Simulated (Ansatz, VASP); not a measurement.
BN: VASP beside Ansatz

File INCAR:

```
SYSTEM = BN
ALGO = Normal
EDIFF = 1E-6
ENCUT = 520
GGA = PS
ISIF = 2
ISMEAR = -1
LASPH = .TRUE.
LCHARG = .FALSE.
LREAL = .FALSE.
LWAVE = .FALSE.
NBANDS = 11
NELM = 60
PREC = Accurate
SIGMA = 0.03
```

The input KPOINTS:

```
k-points
0
G
  13 13 13
  0 0 0
```

File POSCAR:

```
BN
1.0
    0.0000000000      1.8075000000      1.8255750000
    1.8075000000      0.0000000000      1.8255750000
    1.8075000000      1.8075000000      0.0000000000
B N
1 1
Direct
    0.0000000000      0.0000000000      0.0000000000
    0.7500000000      0.7500000000      0.7500000000
```

Input for Ansatz:

```yaml
crystal:
  lattice:
    - [0.0, 1.8075, 1.825575]
    - [1.8075, 0.0, 1.825575]
    - [1.8075, 1.8075, 0.0]
  atoms:
    - { symbol: B, position: [0.0, 0.0, 0.0] }
    - { symbol: "N", position: [0.75, 0.75, 0.75] }
kpoints:
  mp_grid: { grid: [13, 13, 13] }
  band_path:
    path:
      - [0.0, 0.0, 0.0]
      - [0.5, 0.0, 0.5]
      - [0.75, 0.25, 0.5]
      - [0.5, 0.5, 0.5]
      - [0.0, 0.0, 0.0]
      - [0.5, 0.5, 0.0]
      - [0.6274629938, 0.6274629938, 0.2549259876]
      - [0.3725370062, 0.3725370062, 0.7450740124]
      - [0.0, 0.0, 0.0]
    npoints: 5
scf:
  occupations: { method: fermi_dirac, width: 0.03 }
hamiltonian:
  xc: pbesol
  pseudopotentials: { kind: all_electron, lapw: { basis_error: 0.001 } }
output:
  forces: true
  stress: true
  eigenvalues: true
```

Change from the starting cell: zz strain of +1 %.

Alike in both runs: task single point; functional PBEsol; k mesh 13 × 13 × 13; occupations fermi-dirac, width 0.03 eV; no spin polarisation.

```csv
,VASP,Ansatz
version,VASP 6.6.1,Ansatz 0.2.0
potentials or method,"VASP PAW PBE potentials, release 64 (B, N), cutoff 520 eV","all-electron LAPW, scalar-relativistic"
```

|  | VASP | Ansatz | Ansatz less VASP |
| --- | --- | --- | --- |
| gap on the k mesh at the Fermi level (eV) | 4.25 | 4.26 | +0.008 |
| pressure (GPa) | -6.0 | -6.6 | -0.54 |
| traceless stress, the component that is largest in VASP (GPa) | -4.04 | -4.05 | -0.006 |

VASP's potentials were made for PBE, not for PBEsol. Ansatz ran all-electron here, and VASP with PAW potentials.
